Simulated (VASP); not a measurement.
Input of a VASP 6.6.1 run:

Contents of INCAR:

```
SYSTEM = GaN
PREC = Accurate
ENCUT = 600
EDIFF = 1E-6
ISMEAR = 0
SIGMA = 0.1
LREAL = .FALSE.
LASPH = .TRUE.
NELM = 120
ALGO = Normal
ISIF = 2
LWAVE = .FALSE.
LCHARG = .TRUE.
GGA = PS
LELF = .TRUE.
LVHAR = .TRUE.
NBANDS = 26
GGA_COMPAT = .FALSE.
```

KPOINTS

```
Automatic mesh
0
G
  6 4 6
  0 0 0
```

File POSCAR:

```
GaN
1.0
    3.1807797652      0.0000000000      0.0000000000
    0.0000000000      4.4983019046      0.0000000000
    0.0000000000      0.0000000000      3.1807797652
Ga N
2 2
Direct
    0.0000000000      0.0000000000      0.0000000000
    0.5000000000      0.5000000000      0.5000031000
    0.5000000000      0.2500000000      0.0000000000
    0.0000000000      0.7500000000      0.5000031000
```

Potentials or basis: VASP PAW PBE potentials, release 64 (Ga_d, N).

Launch:

```console
$ cat potpaw_PBE.64/Ga_d/POTCAR potpaw_PBE.64/N/POTCAR > POTCAR
$ mpirun -np 1 vasp_std > vasp.out
```

Estimate the pressure.

-0.4 GPa.

Estimate the band gap on the k mesh.

1.72 eV.

Caveat: the PAW data sets were made with another functional, which shifts forces and pressure a little.
